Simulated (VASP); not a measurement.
# Ca2GeSb2: single point with PBEsol

Ca2GeSb2:

```
Ca Ge Sb
1.0
     5.19925    0.00000    0.00000
    -2.59963    4.50268    0.00000
     0.00000    0.00000    6.38593
Ca Ge Sb
2 1 2
Direct
  0.66667 0.33333 0.28136
  0.33333 0.66667 0.71864
  0.00000 0.00000 0.00000
  0.66667 0.33333 0.78071
  0.33333 0.66667 0.21929
```

```yaml
Program: VASP 6.6.1
Task: single point
Functional: PBEsol
Potentials_or_basis: VASP PAW PBE potentials, release 64 (Ca_sv, Ge_d, Sb)
Cutoff: 520 eV
k_mesh: 6 × 6 × 4
Occupations: fermi-dirac, width 0.03 eV
Spin: no spin polarisation
Dipole_correction: no
Further_INCAR_settings: ALGO = Normal; EDIFF = 1e-06; NBANDS = 30
```

```json
{"Pressure": "0.1 GPa", "Largest force": "0.004 eV/Å", "Band gap on the k mesh": "zero (bands 22 and 23 overlap by 0.10 eV)"}
```

Forces in eV/Å, atoms in the order of the input:
```
Ca   0.000  0.000  0.002
Ca   0.000  0.000 -0.002
Ge   0.000  0.000  0.000
Sb   0.000  0.000  0.004
Sb   0.000  0.000 -0.004
```

Levels at points of the mesh, in eV from the Fermi level:
```tsv
k point	band 20	band 21	band 22	band 23	band 24	band 25
(0.00, 0.00, 0.00)	-1.75	-1.75	-0.20	0.58	1.12	1.12
(0.50, 0.00, 0.00)	-1.48	-1.00	-0.37	0.64	0.87	2.18
(0.00, 0.00, 0.50)	-1.75	-1.72	-1.61	-0.11	1.00	1.00
(0.50, 0.00, 0.50)	-1.87	-0.95	-0.23	0.95	1.68	1.90
```

Run time: 2.3 min on 1 thread of Intel Xeon 8259CL, with other jobs on the host, peak memory 0.33 GiB.

Caveat: the PAW data sets were made with another functional, which shifts forces and pressure a little; spin-orbit coupling is left out, which moves the levels of the heavy elements.
